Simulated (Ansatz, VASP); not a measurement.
SiC3: VASP beside Ansatz

```
CELL_PARAMETERS angstrom
-4.00439 -4.05420 0.01096
-0.01089 4.05413 4.00435
-3.99125 4.05195 -3.99135
ATOMIC_POSITIONS crystal
C 0.49176 0.00643 0.00909
C 0.01433 0.02729 0.01690
C 0.84714 0.18407 0.68249
C 0.64142 0.30347 0.32390
C 0.47098 0.48392 0.01691
C 0.01198 0.48632 0.98419
C 0.31424 0.65118 0.68249
C 0.66248 0.83575 0.29943
C 0.19480 0.85682 0.32390
C 0.32838 0.16989 0.95087
C 0.83835 0.17953 0.91878
C 0.66778 0.29743 0.55962
C 0.15199 0.34634 0.62582
C 0.50954 0.51058 0.24410
C 0.31878 0.66001 0.91879
C 0.20088 0.83053 0.55964
C 0.49656 0.00167 0.23005
C 0.98767 0.98871 0.24410
Si 0.33494 0.16338 0.68340
Si 0.18085 0.31742 0.36275
Si 0.85586 0.64245 0.62573
Si 0.98806 0.51018 0.24039
Si 0.82692 0.67134 0.93032
Si 0.64912 0.84917 0.56622
```

Alike in both runs: functional PBEsol; k mesh 4 × 4 × 3; occupations gaussian, width 0.1 eV; no spin polarisation.

Ansatz relaxed the structure, and its values are those at the end. VASP's run is a single point on that final structure, the one shown.

|  | VASP | Ansatz |
| --- | --- | --- |
| version | VASP 6.6.1 | Ansatz 0.2.0 |
| potentials or method | VASP PAW PBE potentials, release 64 (C, Si), cutoff 520 eV | scalar-relativistic, plane waves, PAW |
| valence electrons in the cell | 96 | 96 |

|  | VASP | Ansatz | Ansatz less VASP |
| --- | --- | --- | --- |
| gap on the k mesh at the Fermi level (eV) | 0.67 | 0.68 | +0.012 |
| least direct gap on the mesh (eV) | 0.75 | 0.76 | +0.008 |
| pressure (GPa) | 0.5 | 0.0 | -0.51 |
| rms of the force components (eV/Å) | 0.017 | 0.010 | -0.0069 |

VASP's potentials were made for PBE, not for PBEsol.
